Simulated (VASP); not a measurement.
A run of VASP 6.6.1:

Contents of POSCAR:

```
CuI
1.0
    0.0000000000      2.9813105144      2.9813105144
    2.9813105144      0.0000000000      2.9813105144
    2.9813105144      2.9813105144      0.0000000000
Cu I
1 1
Direct
    0.2500000000      0.2500000000      0.2500000000
    0.0000000000      0.0000000000      0.0000000000
```

Contents of INCAR.step1:

```
SYSTEM = CuI
PREC     = Accurate       ! precision mode
ENCUT    = 520            ! plane-wave cutoff, eV
ISMEAR   = 0              ! smearing method
SIGMA    = 0.02           ! smearing width, eV
LREAL    = .False.        ! projectors in reciprocal space
LASPH    = .True.         ! aspherical terms in the spheres
NELM     = 80             ! most SCF steps
NBANDS   = 16             ! bands
GGA      = PE             ! functional
ALGO     = Normal         ! electronic algorithm
EDIFF    = 1E-4           ! SCF threshold, eV
LWAVE    = .True.         ! write WAVECAR
LCHARG   = .False.        ! write CHGCAR
```

File INCAR.step2:

```
SYSTEM = CuI
PREC     = Accurate       ! precision mode
ENCUT    = 520            ! plane-wave cutoff, eV
EDIFF    = 1E-7           ! SCF threshold, eV
ISMEAR   = 0              ! smearing method
SIGMA    = 0.02           ! smearing width, eV
LREAL    = .False.        ! projectors in reciprocal space
LASPH    = .True.         ! aspherical terms in the spheres
NELM     = 80             ! most SCF steps
ALGO     = Normal         ! electronic algorithm
ISIF     = 2              ! what is computed and relaxed
LWAVE    = .False.        ! write WAVECAR
LCHARG   = .False.        ! write CHGCAR
METAGGA  = R2SCAN         ! meta-GGA
LMIXTAU  = .True.       
NBANDS   = 16             ! bands
ISTART   = 1
```

File KPOINTS:

```
regular mesh
0
Gamma
  8 8 8
  0 0 0
```

Potentials or basis: VASP PAW PBE potentials, release 64 (Cu, I).

Command:

```bash
$ cat potpaw_PBE.64/Cu/POTCAR potpaw_PBE.64/I/POTCAR > POTCAR
$ cp INCAR.step1 INCAR
$ mpirun -np 1 vasp_std > vasp.out
$ cp INCAR.step2 INCAR
$ mpirun -np 1 vasp_std > vasp.out
```

Hardware: 1 thread of Intel(R) Xeon(R) Platinum 8488C (Sapphire Rapids) (shared host).

Q: Estimate the wall time of this run.

A: Run time: 63 s on 1 thread of Intel(R) Xeon(R) Platinum 8488C (Sapphire Rapids) (shared host), peak memory 0.19 GiB. Counts: k points 29.
